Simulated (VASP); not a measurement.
Wanted: the native input for a VASP 6.6.1 run.

```yaml
Task: single point
Functional: r2SCAN
Potentials_or_basis: VASP PAW PBE potentials, release 64 (Cd, Te)
Cutoff: 550 eV
k_mesh: 6 × 6 × 6
Occupations: gaussian, width 0.01 eV
Spin: no spin polarisation
Dipole_correction: no
Further_INCAR_settings: ALGO = Normal; EDIFF = 1e-06; NBANDS = 16
```

Crystal: CdTe.

```
Cd Te
1.0
     3.21232    3.21232    0.00000
    -3.21232    3.21232    0.00000
     0.00000    3.21232    3.36793
Cd Te
1 1
Cartesian
  0.0000 0.0000 0.0000
  1.6062 4.8185 1.6840
```

This cell differs from its parent crystal: in-plane strain -0.02, then relaxed in part.

One way to write it, as run:

POSCAR

```
CdTe
1.0
    3.2123163411      3.2123163411      0.0000000000
   -3.2123163411      3.2123163411      0.0000000000
    0.0000000000      3.2123163411      3.3679322118
Cd Te
1 1
Direct
    0.0000000000      0.0000000000      0.0000000000
    0.7500000000      0.2500000000      0.5000000000
```

INCAR.step1

```
PREC = Accurate
ENCUT = 550
ISMEAR = 0
SIGMA = 0.01
LREAL = F
LASPH = T
NELM = 120
NBANDS = 16
GGA = PE
ALGO = Normal
EDIFF = 1E-5
LWAVE = T
LCHARG = F
GGA_COMPAT = F
```

INCAR.step2

```
PREC = Accurate
ENCUT = 550
EDIFF = 1E-6
ISMEAR = 0
SIGMA = 0.01
LREAL = F
LASPH = T
NELM = 120
ALGO = Normal
ISIF = 2
LWAVE = F
LCHARG = F
METAGGA = R2SCAN
LMIXTAU = T
NBANDS = 16
ISTART = 1
GGA_COMPAT = F
```

KPOINTS

```
regular mesh
0
Gamma
  6 6 6
```

Potentials or basis: VASP PAW PBE potentials, release 64 (Cd, Te).

Run with:

```bash
$ cat potpaw_PBE.64/Cd/POTCAR potpaw_PBE.64/Te/POTCAR > POTCAR
$ cp INCAR.step1 INCAR
$ mpirun -np 1 vasp_std > vasp.out
$ cp INCAR.step2 INCAR
$ mpirun -np 1 vasp_std > vasp.out
```

Results of the run:

```yaml
Pressure: 0.7 GPa
Band_gap_on_the_k_mesh: 1.14 eV
```

Caveat: the cell differs from its parent crystal (in-plane strain -0.02, then relaxed in part); the PAW data sets were made with another functional, which shifts forces and pressure a little; spin-orbit coupling is left out, which moves the levels of the heavy elements.

Wall time 99 s on 1 thread of AMD EPYC 9R45 96-Core Processor (Zen 5), on a shared host, peak memory 0.2 GiB.
